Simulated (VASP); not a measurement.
# Bi2Te3: single point with PBE

The system is Bi2Te3.

```
CELL_PARAMETERS angstrom
2.19300 1.26613 10.47064
-2.19300 1.26613 10.47064
0.00000 -2.53226 10.47064
ATOMIC_POSITIONS crystal
Bi 0.40000 0.40000 0.40000
Bi 0.60000 0.60000 0.60000
Te 0.00000 0.00000 0.00000
Te 0.20950 0.20950 0.20950
Te 0.79050 0.79050 0.79050
```

This cell differs from its parent crystal: zz strain of +3 %.

```yaml
Program: VASP 6.6.1
Task: single point
Functional: PBE
Potentials_or_basis: VASP PAW PBE potentials, release 64 (Bi_d, Te)
Cutoff: 520 eV
k_mesh: 7 × 7 × 7
Occupations: fermi-dirac, width 0.08 eV
Spin: no spin polarisation
Dipole_correction: no
Further_INCAR_settings: ALGO = Normal; EDIFF = 1e-06; NBANDS = 32
```

| Property | Result |
| --- | --- |
| Pressure | 0.3 GPa |
| Largest force | 0.286 eV/Å |
| Band gap on the k mesh | 0.39 eV |

Forces on the atoms (eV/Å):
```
Bi   0.000  0.000  0.107
Bi   0.000  0.000 -0.107
Te   0.000  0.000  0.000
Te   0.000  0.000  0.286
Te   0.000  0.000 -0.286
```

Stress tensor (GPa, compression positive):
```
 0.71  0.00  0.00
 0.00  0.71  0.00
 0.00  0.00 -0.56
```

Levels at points of the mesh, in eV from the valence-band top:
| k point | band 20 | band 21 | band 22 | band 23 | band 24 | band 25 | band 26 | band 27 | band 28 | band 29 |
| --- | --- | --- | --- | --- | --- | --- | --- | --- | --- | --- |
| (0.00, 0.00, 0.00) | -1.56 | -1.56 | -0.75 | -0.75 | 0.00 | 0.39 | 0.75 | 0.75 | 2.02 | 2.04 |

Wall time 50 min on 1 thread of Intel Xeon 8259CL, with other jobs on the host, peak memory 1 GiB.

Caveat: the cell differs from its parent crystal (zz strain of +3 %); spin-orbit coupling is left out, which moves the levels of the heavy elements. A k mesh can miss the band edges.
